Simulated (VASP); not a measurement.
Write the native input for VASP 6.6.1 that does the following.

| Quantity | Value |
| --- | --- |
| Task | single point |
| Functional | PBE |
| Potentials or basis | VASP PAW PBE potentials, release 64 (Te, W_sv, Cl) |
| Cutoff | 520 eV |
| k mesh | 3 × 3 × 3 |
| Occupations | gaussian, width 0.1 eV |
| Spin | no spin polarisation |
| Dipole correction | no |
| Further INCAR settings | ALGO = Normal; EDIFF = 1e-06; NBANDS = 32 |

The structure of Te3WCl2 lies in POSCAR:

```
Te3WCl2
1.0
    3.1894623300      1.8414369300      5.3016886300
   -3.1894623300      1.8414369300      5.3016886300
    0.0000000000     -3.6828738700      5.3016886300
Te W Cl
3 1 2
Direct
    0.0000000000      0.5000000000      0.5000000000
    0.5000000000      0.5000000000      0.0000000000
    0.5000000000      0.0000000000      0.5000000000
    0.5000000000      0.5000000000      0.5000000000
    0.1230388300      0.1230388300      0.1230388300
    0.8769611700      0.8769611700      0.8769611700
```

The input as run:

INCAR

```
  PREC = Accurate
  ENCUT = 520
  EDIFF = 1E-6
  ISMEAR = 0
  SIGMA = 0.1
  LREAL = False
  LASPH = True
  NELM = 60
  ALGO = Normal
  ISIF = 2
  LWAVE = False
  LCHARG = False
  GGA = PE
  NBANDS = 32
```

KPOINTS

```
regular mesh
0
Gamma
  3 3 3
```

Potentials or basis: VASP PAW PBE potentials, release 64 (Te, W_sv, Cl).

Command:

```console
$ cat potpaw_PBE.64/Te/POTCAR potpaw_PBE.64/W_sv/POTCAR potpaw_PBE.64/Cl/POTCAR > POTCAR
$ mpirun -np 1 vasp_std > vasp.out
```

It gave:

The pressure is -8.1 GPa and the largest force is 0.126 eV/Å. The band gap on the k mesh is zero (band 23 reaches 4.05 eV, above the bottom of band 24 at 3.66 eV).

Caveat: the k points lie up to 0.40 Å⁻¹ apart; spin-orbit coupling is left out, which moves the levels of the heavy elements.

It took 69 s on 1 thread of Intel Xeon 6975P-C (shared host), peak memory 0.33 GiB.
